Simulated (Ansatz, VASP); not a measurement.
## P in VASP and in Ansatz

File POSCAR:

```
P
1.0
    1.6784210250      0.9690368306      3.0438918100
   -1.6784210250      0.9690368306      3.0438918100
    0.0000000000     -1.9380736612      3.0438918100
P
2
Direct
    0.7729197500      0.7729197500      0.7729197500
    0.2270802500      0.2270802500      0.2270802500
```

The input INCAR.step1:

```
SYSTEM = P
ALGO = Normal
EDIFF = 1E-5
ENCUT = 400
GGA = PE
GGA_COMPAT = .False.
ISIF = 2
ISMEAR = 1
LASPH = .True.
LCHARG = .False.
LREAL = .False.
LWAVE = .True.
NBANDS = 12
NELM = 120
PREC = Accurate
SIGMA = 0.1
```

INCAR.step2

```
SYSTEM = P
AEXX = 0.25
ALGO = Normal
EDIFF = 1E-6
ENCUT = 400
GGA = PE
GGA_COMPAT = .False.
HFSCREEN = 0.3
ISIF = 2
ISMEAR = 1
ISTART = 1
LASPH = .True.
LCHARG = .False.
LHFCALC = .True.
LREAL = .False.
LWAVE = .False.
NBANDS = 12
NELM = 120
PREC = Accurate
PRECFOCK = Normal
SIGMA = 0.1
```

The input KPOINTS:

```
k-points
0
Gamma
  6 6 6
  0 0 0
```

The input input.yaml:

```yaml
crystal:
  lattice: { a: 3.35684205, b: 3.35684205, c: 9.13167543, alpha: 90.0, beta: 90.0, gamma: 120.0 }
  space_group: 166
  reduce_to_primitive: true
  atoms:
    - { symbol: P, wyckoff: "6c", position: [0.0, 0.0, 0.77291975] }
hamiltonian:
  xc: { exchange: pbe, correlation: pbe, exx: { coeff: 0.25, omega: 0.3 } }
  pseudopotentials: { kind: paw }
kpoints:
  mp_grid: { grid: [6, 6, 6] }
scf:
  occupations: { method: methfessel_paxton, width: 0.1 }
  n_extra_bands: 6
output:
  forces: true
  stress: true
  eigenvalues: true
  dos: { projected: true, de: 0.05 }
```

Change from the starting cell: volume scaled by 0.92.

Alike in both runs: functional PBE-based screened hybrid with a share of 0.25 of exact exchange and HFSCREEN = 0.3; k mesh 6 × 6 × 6; occupations methfessel-paxton of order 1, width 0.1 eV; no spin polarisation.

```csv
,VASP,Ansatz
version,VASP 6.6.1,Ansatz 0.2.0
potentials or method,"VASP PAW PBE potentials, release 64 (P)",Ansatz PAW
plane-wave cutoff (eV),400,420
valence electrons in the cell,10,10
task,single point,projected density of states
```

|  | VASP | Ansatz | Ansatz less VASP |
| --- | --- | --- | --- |
| gap on the k mesh at the Fermi level (eV) | none | none | - |
| pressure (GPa) | 7.3 | 8.1 | +0.82 |
| traceless stress, the component that is largest in VASP (GPa) | -2.19 | -2.40 | -0.208 |
| rms of the force components (eV/Å) | 0.122 | 0.177 | +0.0540 |

VASP's potentials were made for PBE, not for PBE-based screened hybrid. Atom by atom the forces differ by 0.054 eV/Å (rms over components). A gap of «none» marks a metal or a gap that the smearing closes.

The k mesh is coarse, so the values compare programs but aren't converged.
